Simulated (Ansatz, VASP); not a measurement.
# One calculation of Se, two programs

```xyz
3
Lattice="1.7643 1.0186 8.5267 -1.7643 1.0186 8.5267 0.0000 -2.0372 8.5267" Properties=species:S:1:pos:R:3 pbc="T T T"
Se    0.0000    0.0000    0.0000
Se    0.0000    0.0000    5.6844
Se    0.0000    0.0000   19.8957
```

Alike in both runs: task single point; functional r2SCAN; k mesh 6 × 6 × 6; occupations gaussian, width 0.1 eV; no spin polarisation.

|  | VASP | Ansatz |
| --- | --- | --- |
| version | VASP 6.6.1 | Ansatz 0.2.0 |
| potentials or method | VASP PAW PBE potentials, release 64 (Se), cutoff 520 eV | scalar-relativistic, plane waves, PAW |
| valence electrons in the cell | 18 | 48 |

|  | VASP | Ansatz | Ansatz less VASP |
| --- | --- | --- | --- |
| gap on the k mesh at the Fermi level (eV) | none | none | - |
| pressure (GPa) | -11.0 | -11.0 | +0.02 |
| traceless stress, the component that is largest in VASP (GPa) | -2.78 | -2.78 | -0.008 |
| rms of the force components (eV/Å) | 0.020 | 0.020 | 0.0000 |

VASP's potentials were made for PBE, not for r2SCAN. Atom by atom the forces differ by 0.000 eV/Å (rms over components). A gap of «none» marks a metal or a gap that the smearing closes. With one functional, cell and mesh, what is left measures potentials, basis and numerics. VASP's potentials hold 18 valence electrons a cell and Ansatz's 48, so a difference there can come from the potentials and not from the codes.
